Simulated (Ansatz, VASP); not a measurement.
Sb: VASP beside Ansatz

The input INCAR:

```
PREC = Accurate
ENCUT = 500
EDIFF = 1E-6
ISMEAR = -1
SIGMA = 0.05
LREAL = False
LASPH = True
NELM = 120
ALGO = Normal
ISIF = 2
LWAVE = False
LCHARG = False
GGA = PE
NBANDS = 8
GGA_COMPAT = False
```

File KPOINTS:

```
Automatic mesh
0
Gamma
  12 12 12
```

Contents of POSCAR:

```
Sb
1.0
    2.6240224647      0.0000000000      0.0000000000
    0.0000000000      2.6240224647      0.0000000000
    0.0000000000      0.0000000000      2.6240224647
Sb
1
Direct
    0.0000000000      0.0000000000      0.0000000000
```

Input for Ansatz:

```yaml
crystal:
  lattice:
    - [2.6240224647, 0.0, 0.0]
    - [0.0, 2.6240224647, 0.0]
    - [0.0, 0.0, 2.6240224647]
  atoms:
    - { symbol: Sb, position: [0.0, 0.0, 0.0] }
kpoints:
  mp_grid: { grid: [12, 12, 12] }
scf:
  occupations: { method: fermi_dirac, width: 0.05 }
hamiltonian:
  xc: pbe
  pseudopotentials: { kind: all_electron, lapw: { basis_error: 0.001 } }
output:
  forces: true
  stress: true
  eigenvalues: true
  populations: true
```

Change from the starting cell: volume scaled by 0.6, LAPW.

Alike in both runs: task single point; functional PBE; k mesh 12 × 12 × 12; occupations fermi-dirac, width 0.05 eV; no spin polarisation.

|  | VASP | Ansatz |
| --- | --- | --- |
| version | VASP 6.6.1 | Ansatz 0.2.0 |
| potentials or method | VASP PAW PBE potentials, release 64 (Sb), cutoff 500 eV | all-electron LAPW, scalar-relativistic |

```tsv
	VASP	Ansatz	Ansatz less VASP
pressure (GPa)	91.7	89.7	-2.02
```

Both programs put the cell under a high pressure, so it lies far from rest at this level. Ansatz ran all-electron here, and VASP with PAW potentials.

Spin-orbit coupling is off throughout. Noted on VASP's run: the cell as given lies far from equilibrium.
